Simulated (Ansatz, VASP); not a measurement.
This is a calculation of B for VASP 6.6.1.

Contents of POSCAR:

```
B
1.0
    2.3461100000      0.0000000000      0.0000000000
    0.0000000000      2.3461100000      0.0000000000
    0.0000000000      0.0000000000      1.5857900000
B
1
Direct
    0.5000000000      0.5000000000      0.5000000000
```

Contents of INCAR.step1:

```
ALGO = Normal
EDIFF = 1E-5
ENCUT = 520
GGA = PE
ISIF = 2
ISMEAR = -1
LASPH = T
LCHARG = F
LREAL = F
LWAVE = T
NBANDS = 8
NELM = 80
PREC = Accurate
SIGMA = 0.05
```

Contents of INCAR.step2:

```
AEXX = 0.25
ALGO = Normal
EDIFF = 1E-7
ENCUT = 520
GGA = PS
ISIF = 2
ISMEAR = -1
ISTART = 1
LASPH = T
LCHARG = F
LHFCALC = T
LREAL = F
LWAVE = F
NBANDS = 8
NELM = 80
PREC = Accurate
PRECFOCK = Normal
SIGMA = 0.05
```

Contents of KPOINTS:

```
k-points
0
Gamma
  6 6 8
```

Potentials or basis: VASP PAW PBE potentials, release 64 (B).

Command:

```sh
$ cat potpaw_PBE.64/B/POTCAR > POTCAR
$ cp INCAR.step1 INCAR
$ mpirun -np 1 vasp_std > vasp.out
$ cp INCAR.step2 INCAR
$ mpirun -np 1 vasp_std > vasp.out
```

Problem. Translate it to Ansatz 0.2.0. Potentials there: Ansatz PAW.

Solution. As run (the cutoff follows the program's own potentials):

The input input:

```
crystal:
  lattice:
    - [2.34611, 0.0, 0.0]
    - [0.0, 2.34611, 0.0]
    - [0.0, 0.0, 1.58579]
  atoms:
    - { symbol: B, position: [0.5, 0.5, 0.5] }
hamiltonian:
  xc: { exchange: pbesol, correlation: pbesol, exx: { coeff: 0.25 } }
  pseudopotentials: { kind: paw }
kpoints:
  mp_grid: { grid: [6, 6, 8] }
scf:
  occupations: { method: fermi_dirac, width: 0.05 }
output:
  forces: true
  stress: true
  eigenvalues: true
```

Both were run:

|  | VASP | Ansatz | Ansatz less VASP |
| --- | --- | --- | --- |
| gap on the k mesh at the Fermi level (eV) | none | none | - |
| pressure (GPa) | -3.4 | -3.4 | +0.08 |
| traceless stress, the component that is largest in VASP (GPa) | -1.24 | -1.60 | -0.364 |

VASP's potentials were made for PBE, not for PBEsol-based global hybrid. A gap of «none» marks a metal or a gap that the smearing closes. With one functional, cell and mesh, what is left measures potentials, basis and numerics.

The k mesh is coarse, so the values compare programs but aren't converged.
